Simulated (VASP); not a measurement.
Mg5ZnS6, 12 atoms in the cell. The structure is tetragonal, space group P4/mmm (No. 123). Conventional cell: a = 3.685 Å, b = 3.685 Å, c = 15.628 Å, α = 90.00°, β = 90.00°, γ = 90.00°. Within 3.4 Å of Mg (site symmetry 4mm) lie 6 S at 2.57 to 2.63 Å. Mg (site symmetry 4mm) has 6 S at 2.61 to 2.64 Å within 3.4 Å. Within 3.4 Å of Mg (site symmetry 4/mmm) lie 6 S at 2.61 to 2.62 Å. Zn (site symmetry 4/mmm) has 6 S at 2.56 to 2.61 Å within 3.4 Å. Within 3.4 Å of S (site symmetry 4mm) lie 1 Zn at 2.56 Å and 5 Mg at 2.61 to 2.64 Å. Within 3.4 Å of S (site symmetry 4mm) lie 6 Mg at 2.61 to 2.63 Å. S (site symmetry 4/mmm) has 6 Mg at 2.61 to 2.62 Å within 3.4 Å. Within 3.4 Å of S (site symmetry 4/mmm) lie 2 Mg at 2.57 Å and 4 Zn at 2.61 Å. 

```yaml
Program: VASP 6.6.1
Task: single point
Functional: PBE
Potentials_or_basis: VASP PAW PBE potentials, release 64 (Mg, Zn, S)
Cutoff: 520 eV
k_mesh: 6 × 6 × 1
Occupations: gaussian, width 0.1 eV
Spin: no spin polarisation
Dipole_correction: no
Further_INCAR_settings: ALGO = Normal; EDIFF = 1e-06; NBANDS = 41
```

Potentials or basis: VASP PAW PBE potentials, release 64 (Mg, Zn, S).

Run with:

```bash
$ cat potpaw_PBE.64/Mg/POTCAR potpaw_PBE.64/Zn/POTCAR potpaw_PBE.64/S/POTCAR > POTCAR
$ mpirun -np 1 vasp_std > vasp.out
```

Hardware: 1 thread of Intel(R) Xeon(R) 6975P-C (Granite Rapids), on a shared host.

Estimate the wall time of this run.

Wall time 72 s on 1 thread of Intel(R) Xeon(R) 6975P-C (Granite Rapids) (shared host), peak memory 0.32 GiB. Counts: scf iterations 15, k points 10.
